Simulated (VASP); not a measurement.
Wanted: the native input for a VASP 6.6.1 run.

| Quantity | Value |
| --- | --- |
| Task | single point |
| Functional | PBE |
| Potentials or basis | VASP PAW PBE potentials, release 64 (Ti_sv, Al) |
| Cutoff | 520 eV |
| k mesh | 18 × 18 × 18 |
| Occupations | gaussian, width 0.15 eV |
| Spin | no spin polarisation |
| Dipole correction | no |
| Further INCAR settings | ALGO = Fast; EDIFF = 1e-06; NBANDS = 18 |

The structure of TiAl3 lies in POSCAR:

```
TiAl3
1.0
   -1.9226734292      1.9226734292      3.6646940771
    1.9226734292     -1.9226734292      3.6646940771
    1.9226734292      1.9226734292     -3.6646940771
Ti Al
1 3
Direct
    0.0000000000      0.0000000000      0.0000000000
    0.5000000000      0.5000000000      0.0000000000
    0.7500000000      0.2500000000      0.5000000000
    0.2500000000      0.7500000000      0.5000000000
```

This cell differs from its parent crystal: strain -0.1500 x Voigt [0, 0, 1, 0, 0, 0].

These files were run (other wordings do the same):

INCAR

```
SYSTEM = TiAl3
  PREC = Accurate
  ENCUT = 520
  EDIFF = 1E-6
  ISMEAR = 0
  SIGMA = 0.15
  LREAL = .FALSE.
  LASPH = .TRUE.
  NELM = 60
  ALGO = Fast
  ISIF = 2
  LWAVE = .FALSE.
  LCHARG = .FALSE.
  GGA = PE
  NBANDS = 18
```

KPOINTS

```
regular mesh
0
G
  18 18 18
  0 0 0
```

Potentials or basis: VASP PAW PBE potentials, release 64 (Ti_sv, Al).

Launch:

```sh
$ cat potpaw_PBE.64/Ti_sv/POTCAR potpaw_PBE.64/Al/POTCAR > POTCAR
$ mpirun -np 1 vasp_std > vasp.out
```

Results of the run:

```
Pressure               : 24.6 GPa
Band gap on the k mesh : zero (an odd number of electrons rules out a gap without spin polarisation)
```

Caveat: the cell differs from its parent crystal (strain -0.1500 x Voigt [0, 0, 1, 0, 0, 0]); the stress differs along the axes, from 16 to 43 GPa.

It took 38 min on 1 thread of Intel(R) Xeon(R) Platinum 8259CL CPU @ 2.50GHz (Skylake/Cascade Lake), with other jobs on the host, peak memory 0.56 GiB.
